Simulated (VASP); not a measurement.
# Nb (P6/mmm) in VASP: a series of runs

Nb is run at these levels: PBE; tasks: relaxation of cell and atoms.

Program: VASP 6.6.1. These are calculated values, not measurements. Logs are shortened: lines on timing, memory, paths and dates and some standing lists are left out, and cuts for length are marked.

## Step 1: The cell of the first run

It takes space group P6/mmm (No. 191, hexagonal). The conventional cell has a = 2.404 Å, b = 2.404 Å, c = 2.260 Å, α = 90.00°, β = 90.00°, γ = 120.00°. Nb (site symmetry 6/mmm) has 8 Nb at 2.26 to 2.40 Å within 3.0 Å.

This isn't the form of Nb at room conditions, which is bcc.

## Step 2: Relaxation of cell and atoms, PBE, target pressure 200 GPa, at which the enthalpy is minimised

INCAR

```
PREC = Accurate ; ENCUT = 600
EDIFF = 1E-6 ; ISMEAR = -1
SIGMA = 0.1 ; LREAL = False
LASPH = True ; NELM = 60
ALGO = Normal ; ISIF = 3
LWAVE = False ; LCHARG = False
GGA = PE ; IBRION = 2
NSW = 60 ; EDIFFG = -0.005
PSTRESS = 2000.0
```

KPOINTS

```
regular mesh
0
Gamma
  18 18 17
```

POSCAR

```
Nb
1.0
    2.4042247010      0.0000000000      0.0000000000
   -1.2021123505      2.0821196675      0.0000000000
    0.0000000000      0.0000000000      2.2599712189
Nb
1
Direct
    0.0000000000      0.0000000000      0.0000000000
```

Potentials or basis: VASP PAW PBE potentials, release 64 (Nb_sv).

Started as:

```
> cat potpaw_PBE.64/Nb_sv/POTCAR > POTCAR
> mpirun -np 1 vasp_std > vasp.out
```

OUTCAR:

```text
PREC = Accurate
   ENCUT = 600
   EDIFF = 1E-6
   ISMEAR = -1
   LREAL = False
   LASPH = True
   NELM = 60
   ISIF = 3
   GGA = PE
   IBRION = 2
   NSW = 60
   EDIFFG = -0.005
   PSTRESS = 2000.0

 ion  position               nearest neighbor table
   1  0.000  0.000  0.000-

  LATTYP: Found a hexagonal cell.
 ALAT       =     2.4042247010
 C/A-ratio  =     0.9400000000

  Lattice vectors:

 A1 = (   2.4042247010,   0.0000000000,   0.0000000000)
 A2 = (  -1.2021123505,   2.0821196675,   0.0000000000)
 A3 = (   0.0000000000,   0.0000000000,   2.2599712189)

Analysis of symmetry for initial positions (statically):
=====================================================================
 Subroutine PRICEL returns:
 Original cell was already a primitive cell.

 Routine SETGRP: Setting up the symmetry group for a
 hexagonal supercell.

 Subroutine GETGRP returns: Found 24 space group operations
 (whereof 24 operations were pure point group operations)
 out of a pool of 24 trial point group operations.

The static configuration has the point symmetry D_6h.

Analysis of symmetry for dynamics (positions and initial velocities):
=====================================================================
 Subroutine PRICEL returns:
 Original cell was already a primitive cell.

 Routine SETGRP: Setting up the symmetry group for a
 hexagonal supercell.

 Subroutine GETGRP returns: Found 24 space group operations
 (whereof 24 operations were pure point group operations)
 out of a pool of 24 trial point group operations.

The dynamic configuration has the point symmetry D_6h.

 Subroutine INISYM returns: Found 24 space group operations
 (whereof 24 operations are pure point group operations),
 and found     1 'primitive' translations

----------------------------------------------------------------------------------------

                                     Primitive cell

  volume of cell :      11.3132

  direct lattice vectors                    reciprocal lattice vectors
     2.404224701  0.000000000  0.000000000     0.415934500  0.240139896  0.000000000
    -1.202112350  2.082119668  0.000000000     0.000000000  0.480279792  0.000000000
     0.000000000  0.000000000  2.259971219     0.000000000  0.000000000  0.442483511

  length of vectors
     2.404224701  2.404224701  2.259971219     0.480279792  0.480279792  0.442483511

[... 91 lines left out ...]
   EMIN   =  10.00;   EMAX   =-10.00  energy-range for DOS
   EFERMI =   0.00;   METHOD = LEGACY
   ISMEAR =    -1;   SIGMA  =   0.10  broadening in eV -4-tet -1-fermi 0-gaus
   EFERMI_NEDOS =   21; number of points for ismear=-14 and -15
   IALGO  =     38    algorithm
   IMIX   =      4    mixing-type and parameters
     AMIX     =   0.40;   BMIX     =  1.00
     AMIX_MAG =   1.60;   BMIX_MAG =  1.00
  volume/ion in A,a.u.               =      11.31        76.34
  Fermi-wavevector in a.u.,A,eV,Ry     =   1.714726  3.240362 40.005009  2.940285
  Thomas-Fermi vector in A             =   2.792230
   LORBIT       =      0    0 simple, 1 ext, 2 COOP (PROOUT), +10 PAW based schemes
   GGA     = PE    functional components
   LHFCALC =     F    Hartree Fock is set to
   AEXX    =    0.0000 exact exchange contribution
   IVDW    =     0    specifies the selected vdW correction
   LEPSILON=     F    determine dielectric tensor
   LRPA    =     F    only Hartree local field effects (RPA)
 conjugate gradient relaxation of ions
 non-spin polarized calculation
  energy-cutoff  :      600.00
  volume of cell :       11.31
 maximum number of plane-waves:       399
 NGX is ok and might be reduce to    20

--------------------------------------- Ionic step        1  -------------------------------------------

 number of electron      13.0000000 magnetization

 Free energy of the ion-electron system (eV)
  ---------------------------------------------------
  ext. energy  EPLUGINS =         0.00000000
  ---------------------------------------------------
  free energy    TOTEN  =        -6.10461921 eV

  energy without entropy =       -6.07959252  energy(sigma->0) =       -6.09210587

------------------------ aborting loop because EDIFF is reached ----------------------------------------

  FORCE on cell =-STRESS in cart. coord.  units (eV):
  Direction    XX          YY          ZZ          XY          YZ          ZX
  --------------------------------------------------------------------------------------
  -------------------------------------------------------------------------------------
  Total       14.7998238     14.7998238     15.7040993      0.0000000     -0.0000000      0.0000000
  in kB     2095.9623544   2095.9623545   2224.0265356      0.0000000     -0.0000000      0.0000000
  external PRESSURE =     138.6504148 kB  Pullay stress =    2000.0000000 kB
[... 209 lines left out ...]
--------------------------------------- Ionic step        7  -------------------------------------------

 number of electron      12.9999999 magnetization

 Free energy of the ion-electron system (eV)
  ---------------------------------------------------
  ext. energy  EPLUGINS =         0.00000000
  ---------------------------------------------------
  free energy    TOTEN  =        -6.36847177 eV

  energy without entropy =       -6.34227810  energy(sigma->0) =       -6.35537493

 E-fermi :  19.3194     XC(G=0): -14.9491

 val. band max:       19.3152114558   @ k =   0.0556   0.0000   0.2941
 cond. band min:      19.3280999232   @ k =   0.2778   0.2222   0.1765
 fundamental gap:      0.0128884675
 Fermi energy:        19.3193682805

 k-point     1 :       0.0000    0.0000    0.0000
  band No.  band energies     occupation
      1     -36.5713      2.00000
      2      -9.5321      2.00000
      3      -9.3609      2.00000
      4      -9.3609      2.00000
      5      13.0399      2.00000
      6      13.2990      2.00000
      7      18.6569      1.99735
      8      18.6569      1.99735
      9      28.3698      0.00000
     10      28.3698      0.00000
[... 287 lines left out ...]
 k-point    24 :       0.3889    0.1111    0.0000
  band No.  band energies     occupation
      1     -35.2708      2.00000
      2     -14.4175      2.00000
      3     -11.0454      2.00000
      4      -8.8021      2.00000
      5      13.3996      2.00000
      6      16.4122      2.00000
      7      21.7333      0.00000
      8      22.2279      0.00000
      9      26.1285      0.00000
     10      28.6539      0.00000

 [... further k-points ...]

------------------------ aborting loop because EDIFF is reached ----------------------------------------

  FORCE on cell =-STRESS in cart. coord.  units (eV):
  Direction    XX          YY          ZZ          XY          YZ          ZX
  --------------------------------------------------------------------------------------
  -------------------------------------------------------------------------------------
  Total       14.3777387     14.3777387     14.3697043     -0.0000000     -0.0000000      0.0000000
  in kB     2000.4555527   2000.4555527   1999.3376822     -0.0000000     -0.0000000      0.0000000
  external PRESSURE =       0.0829292 kB  Pullay stress =    2000.0000000 kB
[... 20 lines left out ...]
  energy  without entropy=       -6.3422780983  energy(sigma->0) =       -6.35537493

  enthalpy is  TOTEN    =         8.0059927421 eV   P V=       14.3744645137

 reached required accuracy - stopping structural energy minimisation
```

Run time: 71 s. Hardware: 1 thread of Intel Xeon 6975P-C (Granite Rapids), shared host; peak memory 0.17 GiB.

Results:

- Free energy: -6.3685 eV
- Relaxed volume: 11.52 Å³/atom
- Relaxed cell: a = 2.410 Å, b = 2.410 Å, c = 2.289 Å, α = 90.00°, β = 90.00°, γ = 120.00°
- Space group after relaxing (to 0.1 Å): P6/mmm (No. 191)
- Energy change on relaxing (the run minimises the enthalpy): -263.9 meV/atom
- Ionic steps: 7
- Pressure after relaxing: 200.0 GPa
- Band gap on the k mesh: zero (an odd number of electrons rules out a gap without spin polarisation)

Stress tensor (GPa, compression positive):
```
200.05   0.00   0.00
  0.00 200.05   0.00
  0.00   0.00 199.93
```

Step by step:
```tsv
step	energy change (eV)	largest force (eV/Å)	pressure (GPa)	volume (Å³)
1	0.0000	0.0000	213.87	11.31
2	-1.6960	0.0000	123.39	12.99
3	-0.3081	0.0000	197.57	11.55
4	-0.2835	0.0000	198.87	11.53
5	-0.1996	0.0000	203.58	11.47
6	-0.2634	0.0000	200.08	11.51
7	-0.2639	0.0000	200.01	11.52
```

Final structure:
```
CELL_PARAMETERS angstrom
2.41025 0.00000 0.00000
-1.20512 2.08734 0.00000
0.00000 0.00000 2.28885
ATOMIC_POSITIONS crystal
Nb 0.00000 0.00000 0.00000
```

Levels at points of the mesh, in eV from the Fermi level:
| k point | band 4 | band 5 | band 6 | band 7 | band 8 | band 9 |
| --- | --- | --- | --- | --- | --- | --- |
| (0.00, 0.00, 0.00) | -28.68 | -6.28 | -6.02 | -0.66 | -0.66 | 9.05 |
| (0.50, 0.00, 0.00) | -28.12 | -7.05 | -2.87 | 2.08 | 4.06 | 7.50 |

Caveat: the cell is relaxed towards a set pressure, so the run minimises the enthalpy, not the energy.

## Step 3: Relaxation of cell and atoms, PBE, target pressure 200 GPa, at which the enthalpy is minimised

This run uses another cell than the first one, of 11.51 Å³/atom.

INCAR

```
SYSTEM = Nb
PREC = Accurate
ENCUT = 600
EDIFF = 1E-6
ISMEAR = -1
SIGMA = 0.1
LREAL = .False.
LASPH = .True.
NELM = 80
ALGO = Normal
ISIF = 3
LWAVE = .False.
LCHARG = .False.
GGA = PE
IBRION = 2
NSW = 32
EDIFFG = -0.005
PSTRESS = 2000.0
```

KPOINTS

```
Automatic mesh
0
Gamma
  18 18 17
  0 0 0
```

POSCAR

```
Nb
1.0
    2.4096772020      0.0000000000      0.0000000000
   -1.2048386010      2.0868416719      0.0000000000
    0.0000000000      0.0000000000      2.2883925955
Nb
1
Direct
    0.0000000000      0.0000000000      0.0000000000
```

Potentials or basis: VASP PAW PBE potentials, release 64 (Nb_sv).

Started as:

```
> cat potpaw_PBE.64/Nb_sv/POTCAR > POTCAR
> mpirun -np 1 vasp_std > vasp.out
```

Run time: 32 s. Hardware: 1 thread of Intel Xeon 6975P-C (Granite Rapids), shared host; peak memory 0.17 GiB.

Results (log left out):

- Free energy: -6.3689 eV
- Relaxed volume: 11.52 Å³/atom
- Relaxed cell: a = 2.410 Å, b = 2.410 Å, c = 2.289 Å, α = 90.00°, β = 90.00°, γ = 120.00°
- Space group after relaxing (to 0.1 Å): P6/mmm (No. 191)
- Energy change on relaxing (the run minimises the enthalpy): -9.9 meV/atom
- Ionic steps: 3
- Pressure after relaxing: 200.0 GPa
- Band gap on the k mesh: zero (an odd number of electrons rules out a gap without spin polarisation)

Step by step:
| step | energy change (eV) | largest force (eV/Å) | pressure (GPa) | volume (Å³) |
| --- | --- | --- | --- | --- |
| 1 | 0.0000 | 0.0000 | 200.53 | 11.51 |
| 2 | -0.0781 | 0.0000 | 196.35 | 11.57 |
| 3 | -0.0099 | 0.0000 | 199.95 | 11.52 |

Final structure:
```cif
data_structure
_symmetry_space_group_name_H-M 'P 1'
_symmetry_Int_Tables_number 1
_cell_length_a 2.4102
_cell_length_b 2.4102
_cell_length_c 2.2890
_cell_angle_alpha 90.000
_cell_angle_beta 90.000
_cell_angle_gamma 120.000
_cell_volume 11.52
loop_
_atom_site_label
_atom_site_type_symbol
_atom_site_fract_x
_atom_site_fract_y
_atom_site_fract_z
_atom_site_occupancy
Nb1 Nb 0.00000 0.00000 0.00000 1
```

Levels at points of the mesh, in eV from the Fermi level:
| k point | band 2 | band 3 | band 4 | band 5 | band 6 | band 7 | band 8 | band 9 | band 10 |
| --- | --- | --- | --- | --- | --- | --- | --- | --- | --- |
| (0.00, 0.00, 0.00) | -28.85 | -28.68 | -28.68 | -6.28 | -6.02 | -0.66 | -0.66 | 9.05 | 9.05 |
| (0.50, 0.00, 0.00) | -34.03 | -29.91 | -28.12 | -7.05 | -2.86 | 2.08 | 4.06 | 7.50 | 9.75 |

Caveat: the cell is relaxed towards a set pressure, so the run minimises the enthalpy, not the energy.

## Step 4: Relaxation of cell and atoms, PBE, target pressure 200 GPa, at which the enthalpy is minimised

This run uses another cell than the first one: it holds 3 atoms, not 1.

INCAR

```
SYSTEM = Nb
PREC = Accurate
ENCUT = 600
EDIFF = 1E-6
ISMEAR = -1
SIGMA = 0.1
LREAL = .FALSE.
LASPH = .TRUE.
NELM = 100
ALGO = Normal
ISIF = 3
LWAVE = .FALSE.
LCHARG = .FALSE.
GGA = PE
IBRION = 2
NSW = 60
EDIFFG = -0.005
PSTRESS = 2000.0
```

KPOINTS

```
regular mesh
0
G
  9 9 13
  0 0 0
```

POSCAR

```
Nb
1.0
    3.9650809208      0.0000000000      0.0000000000
   -1.9825404604      3.4338608055      0.0000000000
    0.0000000000      0.0000000000      2.4583501709
Nb
3
Direct
    0.0000000000      0.0000000000      0.0000000000
    0.3333333333      0.6666666667      0.5000000000
    0.6666666667      0.3333333333      0.5000000000
```

Potentials or basis: VASP PAW PBE potentials, release 64 (Nb_sv).

Started as:

```
> cat potpaw_PBE.64/Nb_sv/POTCAR > POTCAR
> mpirun -np 1 vasp_std > vasp.out
```

OUTCAR:

```text
SYSTEM = Nb
   PREC = Accurate
   ENCUT = 600
   EDIFF = 1E-6
   ISMEAR = -1
   LREAL = .FALSE.
   LASPH = .TRUE.
   NELM = 100
   ISIF = 3
   GGA = PE
   IBRION = 2
   NSW = 60
   EDIFFG = -0.005
   PSTRESS = 2000.0

 ion  position               nearest neighbor table
   1  0.000  0.000  0.000-   2 2.60   3 2.60   2 2.60   3 2.60   3 2.60   3 2.60   2 2.60   2 2.60
                             3 2.60   3 2.60   2 2.60   2 2.60
   2  0.333  0.667  0.500-   3 2.29   3 2.29   3 2.29   1 2.60   1 2.60   1 2.60   1 2.60   1 2.60
                             1 2.60
   3  0.667  0.333  0.500-   2 2.29   2 2.29   2 2.29   1 2.60   1 2.60   1 2.60   1 2.60   1 2.60
                             1 2.60

  LATTYP: Found a hexagonal cell.
 ALAT       =     3.9650809208
 C/A-ratio  =     0.6200000000

  Lattice vectors:

 A1 = (   3.9650809208,   0.0000000000,   0.0000000000)
[... 381 lines left out ...]
  ext. energy  EPLUGINS =         0.00000000
  ---------------------------------------------------
  free energy    TOTEN  =       -21.05389023 eV

  energy without entropy =      -21.00196086  energy(sigma->0) =      -21.02792555

 E-fermi :  19.5837     XC(G=0): -15.0946

 val. band max:       19.5831441314   @ k =   0.1111   0.0000   0.1538
 cond. band min:      19.5883333164   @ k =   0.2222   0.2222   0.1538
 fundamental gap:      0.0051891850
 Fermi energy:        19.5836898300

 k-point     1 :       0.0000    0.0000    0.0000
  band No.  band energies     occupation
      1     -35.9890      2.00000
      2     -34.6287      2.00000
      3     -34.5687      2.00000
      4     -12.9522      2.00000
      5     -12.9522      2.00000
      6     -12.2280      2.00000
[... 613 lines left out ...]
     22      21.7291      0.00000
     23      21.7291      0.00000

 [... further k-points ...]

------------------------ aborting loop because EDIFF is reached ----------------------------------------

  FORCE on cell =-STRESS in cart. coord.  units (eV):
  Direction    XX          YY          ZZ          XY          YZ          ZX
  --------------------------------------------------------------------------------------
  -------------------------------------------------------------------------------------
  Total       42.4364445     42.4364445     42.4577302      0.0000000     -0.0000000     -0.0000000
  in kB     1999.4873582   1999.4873585   2000.4902848      0.0000000     -0.0000000     -0.0000000
  external PRESSURE =      -0.1783328 kB  Pullay stress =    2000.0000000 kB
[... 22 lines left out ...]
  energy  without entropy=      -21.0019608596  energy(sigma->0) =      -21.02792555

  enthalpy is  TOTEN    =        21.3934343543 eV   P V=       42.4473245878

 reached required accuracy - stopping structural energy minimisation
```

CONTCAR:

```text
Nb
   1.00000000000000
     4.1130721863669848    0.0000000000000000   -0.0000000000000000
    -2.0565360931834924    3.5620250011958778   -0.0000000000000000
    -0.0000000000000000   -0.0000000000000000    2.3209597767602248
  Nb
     3
Direct
     0.0000000000000000    0.0000000000000000    0.0000000000000000
     0.3333333332999970    0.6666666667000030    0.5000000000000000
     0.6666666667000030    0.3333333332999970    0.5000000000000000

  0.00000000E+00  0.00000000E+00  0.00000000E+00
  0.00000000E+00  0.00000000E+00  0.00000000E+00
  0.00000000E+00  0.00000000E+00  0.00000000E+00
```

It took 4.3 min on 1 thread of Intel Xeon 6975P-C (Granite Rapids), shared host; peak memory 0.2 GiB.

What came out:

| Item | Value |
| --- | --- |
| Free energy | -21.0539 eV |
| Relaxed volume | 11.33 Å³/atom |
| Relaxed cell | a = 4.113 Å, b = 4.113 Å, c = 2.321 Å, α = 90.00°, β = 90.00°, γ = 120.00° |
| Space group after relaxing (to 0.1 Å) | P6/mmm (No. 191) |
| Energy change on relaxing (the run minimises the enthalpy) | -348.3 meV/atom |
| Ionic steps | 31 |
| Pressure after relaxing | 200.0 GPa |
| Band gap on the k mesh | zero (an odd number of electrons rules out a gap without spin polarisation) |

Stress tensor (GPa, compression positive):
```
199.95   0.00   0.00
  0.00 199.95   0.00
  0.00   0.00 200.05
```

The path:
| step | energy change (eV) | largest force (eV/Å) | pressure (GPa) | volume (Å³) |
| --- | --- | --- | --- | --- |
| 1 | 0.0000 | 0.0000 | 210.53 | 33.47 |
| 2 | -4.1147 | 0.0000 | 142.88 | 36.95 |
| 3 | -2.2282 | 0.0000 | 175.87 | 35.08 |
| 4 | -1.9204 | 0.0000 | 184.12 | 34.76 |
| 5 | -2.0473 | 0.0000 | 181.52 | 34.85 |
| 6 | -0.8183 | 0.0000 | 204.09 | 33.82 |
| 7 | -1.0373 | 0.0000 | 200.05 | 34.00 |
| 8 | -1.0583 | 0.0000 | 199.73 | 34.01 |
| 9 | -1.0581 | 0.0000 | 199.66 | 34.01 |
| 10 | -1.0575 | 0.0000 | 199.66 | 34.01 |
| 11 | -1.0575 | 0.0000 | 199.67 | 34.01 |
| 12 | -1.0575 | 0.0000 | 199.67 | 34.01 |
| 13 | -1.0574 | 0.0000 | 199.67 | 34.01 |
| 14 | -1.0574 | 0.0000 | 199.68 | 34.01 |
| 15 | -1.0573 | 0.0000 | 199.68 | 34.01 |
| 16 | -1.0572 | 0.0000 | 199.68 | 34.01 |
| 17 | -1.0569 | 0.0000 | 199.68 | 34.01 |
| 18 | -1.0563 | 0.0000 | 199.69 | 34.01 |
| 19 | -1.0552 | 0.0000 | 199.68 | 34.01 |
| 20 | -1.0529 | 0.0000 | 199.69 | 34.01 |
| 21 | -1.0484 | 0.0000 | 199.79 | 34.01 |
| 22 | -1.0392 | 0.0000 | 200.00 | 34.00 |
| 23 | -1.0381 | 0.0000 | 200.00 | 34.00 |
| 24 | -1.0360 | 0.0000 | 200.00 | 34.00 |
| 25 | -1.0316 | 0.0000 | 200.10 | 33.99 |
| 26 | -1.0350 | 0.0000 | 200.10 | 34.00 |
| 27 | -1.0355 | 0.0000 | 200.10 | 34.00 |
| 28 | -1.0368 | 0.0000 | 200.10 | 34.00 |
| 29 | -1.0408 | 0.0000 | 200.00 | 34.00 |
| 30 | -1.0421 | 0.0000 | 200.01 | 34.00 |
| 31 | -1.0448 | 0.0000 | 199.98 | 34.00 |

Final structure:
```xyz
3
Lattice="4.1131 0.0000 0.0000 -2.0565 3.5620 0.0000 0.0000 0.0000 2.3210" Properties=species:S:1:pos:R:3 pbc="T T T"
Nb    0.0000    0.0000    0.0000
Nb    0.0000    2.3747    1.1605
Nb    2.0565    1.1873    1.1605
```

Caveat: the cell is relaxed towards a set pressure, so the run minimises the enthalpy, not the energy.

## Step 5: Overview

| cell | k mesh | gap on the mesh (eV) | pressure (GPa) |
| --- | --- | --- | --- |
| relaxed to 200 GPa from a = 2.404, b = 2.404, c = 2.260 Å, angles 90.0, 90.0, 120.0°, 1 atom, atomic positions A | 18 × 18 × 17 | none | 200.0 |
| relaxed to 200 GPa from a = 2.410, b = 2.410, c = 2.288 Å, angles 90.0, 90.0, 120.0°, 1 atom, atomic positions A | 18 × 18 × 17 | none | 200.0 |
| relaxed to 200 GPa from a = 3.965, b = 3.965, c = 2.458 Å, angles 90.0, 90.0, 120.0°, 3 atoms, atomic positions B | 9 × 9 × 13 | none | 200.0 |

Alike in all rows: task relaxation of cell and atoms; level PBE; potentials or basis VASP PAW PBE potentials, release 64 (Nb_sv); no spin polarisation; cutoff (eV) 600; smearing fermi-dirac 0.1 eV.

Caveats: the cell is relaxed towards a set pressure, so the run minimises the enthalpy, not the energy.

Absolute energies hang on the potentials; compare differences alone.
